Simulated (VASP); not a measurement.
C: relaxation of the atoms with PBE

C:

```
C
1.0
     2.52210    0.00000    0.00000
    -1.26105    2.18420    0.00000
     0.00000    0.00000    8.23710
C
8
Cartesian
  1.2611 0.7281 6.9501
  0.0000 1.4561 2.8315
  1.2611 0.7281 5.4056
  0.0000 1.4561 1.2870
  0.0000 0.0000 7.4649
  0.0000 0.0000 3.3463
  0.0000 0.0000 4.8908
  0.0000 0.0000 0.7722
```

| Item | Value |
| --- | --- |
| Program | VASP 6.6.1 |
| Task | relaxation of the atoms |
| Functional | PBE |
| Potentials or basis | VASP PAW PBE potentials, release 64 (C) |
| Cutoff | 520 eV |
| k mesh | 10 × 10 × 3 |
| Occupations | fermi-dirac, width 0.05 eV |
| Spin | no spin polarisation |
| Dipole correction | no |
| Further INCAR settings | ALGO = Normal; EDIFF = 1e-06; IBRION = 2; EDIFFG = -0.01; NSW = 60 |

The energy gained by relaxing is 1.0 meV/atom. The ionic steps are 5. The pressure after relaxing is 2.9 GPa and the band gap on the k mesh is 4.45 eV, indirect (least direct gap 5.20 eV).

Stress tensor (GPa, compression positive):
```
-1.05  0.00  0.00
 0.00 -1.05  0.00
 0.00  0.00 10.84
```

Step by step:
| step | energy change (eV) | largest force (eV/Å) | pressure (GPa) |
| --- | --- | --- | --- |
| 1 | 0.0000 | 0.3286 | 2.93 |
| 2 | 0.0102 | 0.5565 | 3.12 |
| 3 | -0.0081 | 0.0129 | 2.91 |
| 4 | -0.0081 | 0.0280 | 2.91 |
| 5 | -0.0081 | 0.0002 | 2.91 |

Final structure:
```
CELL_PARAMETERS angstrom
2.52210 0.00000 0.00000
-1.26105 2.18420 0.00000
0.00000 0.00000 8.23710
ATOMIC_POSITIONS crystal
C 0.66667 0.33333 0.84452
C 0.33333 0.66667 0.34452
C 0.66667 0.33333 0.65548
C 0.33333 0.66667 0.15548
C 0.00000 0.00000 0.90700
C 0.00000 0.00000 0.40700
C 0.00000 0.00000 0.59300
C 0.00000 0.00000 0.09300
```

Levels at points of the mesh, in eV from the valence-band top:
```
           k point  band 13  band 14  band 15  band 16  band 17  band 18  band 19  band 20
(0.00, 0.00, 0.00)    -1.79    -0.21     0.00     0.00     5.20     5.20     5.70     7.06
(0.50, 0.00, 0.00)    -4.96    -4.62    -3.65    -2.92     4.48     5.69     5.94     5.96
```

It took 99 s on 1 thread of Intel(R) Xeon(R) Platinum 8259CL CPU @ 2.50GHz (Skylake/Cascade Lake), with other jobs on the host, peak memory 0.16 GiB.

A k mesh can miss the band edges. Expect the measured gap to be larger: semilocal functionals such as PBE lack the derivative discontinuity.
